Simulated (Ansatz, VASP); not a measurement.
## One calculation of SnO2, two programs

```xyz
12
Lattice="-3.2078 -1.8520 4.0814 3.2078 -1.8520 4.0814 0.0000 3.7041 4.0814" Properties=species:S:1:pos:R:3 pbc="T T T"
Sn    0.0000    0.0000    6.0621
Sn    0.0000   -1.8520   10.2035
Sn   -1.6039   -2.7781    6.1221
Sn    1.6039   -2.7781    6.1221
O     0.0000    0.0000    3.0021
O     0.0000   -1.8520    7.0835
O    -1.6039    0.9260    7.0835
O     1.6039    0.9260    7.0835
O     0.0000    0.0000    9.2420
O     0.0000    1.8520    5.1606
O     1.6039   -0.9260    5.1606
O    -1.6039   -0.9260    5.1606
```

Alike in both runs: task single point; functional LDA; k mesh 6 × 6 × 6; occupations gaussian, width 0.05 eV; no spin polarisation.

```csv
,VASP,Ansatz
version,VASP 6.6.1,Ansatz 0.2.0
potentials or method,"VASP PAW LDA potentials, release 64 (Sn_d, O), cutoff 520 eV","scalar-relativistic, plane waves, PAW"
valence electrons in the cell,104,104
```

|  | VASP | Ansatz | Ansatz less VASP |
| --- | --- | --- | --- |
| gap on the k mesh at the Fermi level (eV) | 1.51 | 1.51 | -0.004 |
| least direct gap on the mesh (eV) | 1.51 | 1.51 | -0.004 |
| pressure (GPa) | 1.0 | 0.0 | -0.98 |
| traceless stress, the component that is largest in VASP (GPa) | -0.78 | -0.09 | +0.690 |
| rms of the force components (eV/Å) | 0.163 | 0.157 | -0.0057 |

LDA's correlation is that of Perdew and Zunger in VASP and of Perdew and Wang (1992) in Ansatz. Atom by atom the forces differ by 0.031 eV/Å (rms over components).
